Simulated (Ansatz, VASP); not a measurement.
Two plane-wave programs on KF

POSCAR

```
KF
1.0
    4.4587043838      0.0000000000      0.0000000000
   -2.2293521919      3.8613512644      0.0000000000
    0.0000000000      0.0000000000      5.2716949983
K F
2 2
Direct
    0.3333333333      0.6666666667      0.2500000000
    0.6666666667      0.3333333333      0.7500000000
    0.6666666667      0.3333333333      0.2500000000
    0.3333333333      0.6666666667      0.7500000000
```

Contents of INCAR.step1:

```
SYSTEM = KF
PREC = Accurate
ENCUT = 520
ISMEAR = 0
SIGMA = 0.01
LREAL = .FALSE.
LASPH = .TRUE.
NELM = 60
NBANDS = 24
GGA = PE
ALGO = Normal
EDIFF = 1E-4
LWAVE = .TRUE.
LCHARG = .FALSE.
```

INCAR.step2

```
SYSTEM = KF
PREC = Accurate
ENCUT = 520
EDIFF = 1E-7
ISMEAR = 0
SIGMA = 0.01
LREAL = .FALSE.
LASPH = .TRUE.
NELM = 60
ALGO = Normal
ISIF = 2
LWAVE = .FALSE.
LCHARG = .FALSE.
METAGGA = R2SCAN
LMIXTAU = .TRUE.
NBANDS = 24
ISTART = 1
```

The input KPOINTS:

```
regular mesh
0
G
  6 6 6
  0 0 0
```

Input for Ansatz:

```yaml
crystal:
  lattice:
    - [4.4587043838, 0.0, 0.0]
    - [-2.2293521919, 3.8613512644, 0.0]
    - [0.0, 0.0, 5.2716949983]
  atoms:
    - { symbol: K, position: [0.3333333333, 0.6666666667, 0.25] }
    - { symbol: K, position: [0.6666666667, 0.3333333333, 0.75] }
    - { symbol: F, position: [0.6666666667, 0.3333333333, 0.25] }
    - { symbol: F, position: [0.3333333333, 0.6666666667, 0.75] }
kpoints:
  mp_grid: { grid: [6, 6, 6] }
  band_path:
    path:
      - [0.0, 0.0, 0.0]
      - [0.5, 0.0, 0.0]
      - [0.3333333333, 0.3333333333, 0.0]
      - [0.0, 0.0, 0.5]
      - [0.5, 0.0, 0.5]
      - [0.3333333333, 0.3333333333, 0.5]
    npoints: 1
hamiltonian:
  xc: r2scan
scf:
  occupations: { method: fixed }
  n_extra_bands: 5
output:
  forces: true
  stress: true
  eigenvalues: true
  write_density: true
  write_potential: true
  elf: true
  volumetric_format: npy
```

Change from the starting cell: biaxial_xy strain -0.6%.

Alike in both runs: task single point; functional r2SCAN; k mesh 6 × 6 × 6; no spin polarisation.

|  | VASP | Ansatz |
| --- | --- | --- |
| version | VASP 6.6.1 | Ansatz 0.2.0 |
| potentials or method | VASP PAW PBE potentials, release 64 (K_sv, F) | plane waves, PAW |
| plane-wave cutoff (eV) | 520 | 500 |
| occupations | gaussian, width 0.01 eV | fixed |
| valence electrons in the cell | 32 | 32 |

```tsv
	VASP	Ansatz	Ansatz less VASP
gap on the k mesh at the Fermi level (eV)	5.99	6.00	+0.007
pressure (GPa)	0.3	0.3	+0.01
traceless stress, the component that is largest in VASP (GPa)	-0.15	-0.15	+0.001
```

VASP's potentials were made for PBE, not for r2SCAN.
